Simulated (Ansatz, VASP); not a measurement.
# One calculation of HfTa, two programs

```
Ta Hf
1.0
     1.71275   -2.39960    0.00000
     1.71275    2.39960    0.00000
     0.00000    0.00000    4.75060
Ta Hf
1 1
Direct
  0.50000 0.50000 0.50000
  0.00000 0.00000 0.00000
```

Alike in both runs: functional PBE; k mesh 8 × 8 × 5; occupations fermi-dirac, width 0.05 eV; no spin polarisation.

|  | VASP | Ansatz |
| --- | --- | --- |
| version | VASP 6.6.1 | Ansatz 0.2.0 |
| potentials or method | VASP PAW PBE potentials, release 64 (Ta_pv, Hf_pv) | Ansatz PAW |
| plane-wave cutoff (eV) | 520 | 420 |
| valence electrons in the cell | 21 | 39 |
| task | single point | band structure |

Ansatz gave:

- gap on the k mesh at the Fermi level (eV): none
- pressure (GPa): 3.5
- traceless stress, the component that is largest in VASP (GPa): 1.92

Q: What did VASP give for the same quantities?

A: gap on the k mesh at the Fermi level (eV): none; pressure (GPa): 3.3; traceless stress, the component that is largest in VASP (GPa): 1.86.

A gap of «none» marks a metal or a gap that the smearing closes. The functional is the same, so the differences come from potentials, cutoffs and numerics. VASP's potentials hold 21 valence electrons a cell and Ansatz's 39, so a difference there can come from the potentials and not from the codes.

Neither program's run includes spin-orbit coupling.
